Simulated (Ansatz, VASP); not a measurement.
**SnTe in VASP and in Ansatz**

```
Sn Te
1.0
     4.40339    0.00000    0.00000
     0.00000    4.40339    0.00000
     0.00000    0.00000    3.35263
Sn Te
1 1
Direct
  0.00000 0.00000 0.00000
  0.50000 0.50000 0.00000
```

Alike in both runs: task relaxation of cell and atoms; functional PBE; k mesh 12 × 12 × 16; occupations gaussian, width 0.1 eV; no spin polarisation.

```csv
,VASP,Ansatz
version,VASP 6.6.1,Ansatz 0.2.0
potentials or method,"VASP PAW PBE potentials, release 64 (Sn_d, Te), cutoff 600 eV","scalar-relativistic, plane waves, PAW"
valence electrons in the cell,20,30
```

Ansatz gave:

* gap on the k mesh at the Fermi level, each at its own relaxed structure (eV): none
* relaxed volume (Å³/atom): 32.07
* relaxed length of the cell vector where the two differ most in proportion (Å): 4.485

**Question.** What did VASP give for the same quantities?

**Answer.** gap on the k mesh at the Fermi level, each at its own relaxed structure (eV): none; relaxed volume (Å³/atom): 32.06; relaxed length of the cell vector where the two differ most in proportion (Å): 4.484.

A gap of «none» marks a metal or a gap that the smearing closes. VASP's potentials hold 20 valence electrons a cell and Ansatz's 30, so a difference there can come from the potentials and not from the codes.

Neither program's run includes spin-orbit coupling.
